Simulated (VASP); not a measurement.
# I: single point with PBEsol

Crystal: I.

```
CELL_PARAMETERS angstrom
0.00000 2.36560 3.90984
2.19225 0.00000 3.90984
2.19225 2.36560 0.00000
ATOMIC_POSITIONS crystal
I 0.00000 0.00000 0.00000
```

| Item | Value |
| --- | --- |
| Program | VASP 6.6.1 |
| Task | single point |
| Functional | PBEsol |
| Potentials or basis | VASP PAW PBE potentials, release 64 (I) |
| Cutoff | 520 eV |
| k mesh | 6 × 6 × 6 |
| Occupations | fermi-dirac, width 0.05 eV |
| Spin | no spin polarisation |

The pressure is -1.3 GPa and the band gap on the k mesh is zero (an odd number of electrons rules out a gap without spin polarisation).

Stress tensor (GPa, compression positive):
```
-1.67  0.00  0.00
 0.00 -1.79  0.00
 0.00  0.00 -0.31
```

Levels at points of the mesh, in eV from the Fermi level:
```tsv
k point	band 1	band 2	band 3	band 4	band 5	band 6	band 7	band 8	band 9
(0.00, 0.00, 0.00)	-13.58	-1.60	1.10	1.39	4.70	7.80	8.43	12.41	12.61
(0.50, 0.00, 0.00)	-12.12	-4.91	-1.39	2.04	4.99	9.40	10.82	12.18	12.63
(0.50, 0.50, 0.00)	-13.33	-3.77	0.87	1.18	7.26	7.49	10.87	14.90	15.45
(0.50, 0.00, 0.50)	-10.81	-4.08	-3.16	-0.13	4.18	6.85	9.88	10.66	11.37
(0.00, 0.50, 0.50)	-10.78	-3.76	-3.46	-0.43	4.12	5.98	10.64	10.89	12.28
```

Run time: 19 s on 1 thread of Intel(R) Xeon(R) Platinum 8259CL CPU @ 2.50GHz (Skylake/Cascade Lake), with other jobs on the host, peak memory 0.18 GiB.

Caveat: the PAW data sets were made with another functional, which shifts forces and pressure a little; spin-orbit coupling is left out, which moves the levels of the heavy elements; an odd number of electrons without spin polarisation forces a metal; a magnetic or distorted state may lie lower.
